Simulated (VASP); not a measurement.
Wanted: the native input for a VASP 6.6.1 run.

| Item | Value |
| --- | --- |
| Task | single point |
| Functional | PBEsol |
| Potentials or basis | VASP PAW PBE potentials, release 64 (Y_sv) |
| Cutoff | 520 eV |
| k mesh | 15 × 15 × 8 |
| Occupations | gaussian, width 0.1 eV |
| Spin | no spin polarisation |
| Dipole correction | no |
| Further INCAR settings | ALGO = Fast; EDIFF = 1e-07; NBANDS = 18 |

The structure of Y lies in POSCAR:

```
Y
1.0
    3.5992243451      0.0000000000      0.0000000000
   -1.7996121726      3.1170197168      0.0000000000
    0.0000000000      0.0000000000      5.5816921987
Y
2
Direct
    0.3333333333      0.6666666667      0.2500000000
    0.6666666667      0.3333333333      0.7500000000
```

The input as run:

INCAR

```
SYSTEM = Y
ALGO = Fast
EDIFF = 1E-7
ENCUT = 520
GGA = PS
ISIF = 2
ISMEAR = 0
LASPH = .TRUE.
LCHARG = .FALSE.
LREAL = .FALSE.
LWAVE = .FALSE.
NBANDS = 18
NELM = 80
PREC = Accurate
SIGMA = 0.1
```

KPOINTS

```
k-points
0
G
  15 15 8
  0 0 0
```

Potentials or basis: VASP PAW PBE potentials, release 64 (Y_sv).

The run is started by

```bash
$ cat potpaw_PBE.64/Y_sv/POTCAR > POTCAR
$ mpirun -np 1 vasp_std > vasp.out
```

It gave:

| Property | Result |
| --- | --- |
| Pressure | -0.1 GPa |
| Band gap on the k mesh | zero (bands 11 and 12 overlap by 1.59 eV) |

Caveat: the PAW data sets were made with another functional, which shifts forces and pressure a little.

Wall time 2.5 min on 1 thread of AMD EPYC 9R45 96-Core Processor (Zen 5), on a shared host, peak memory 0.26 GiB.
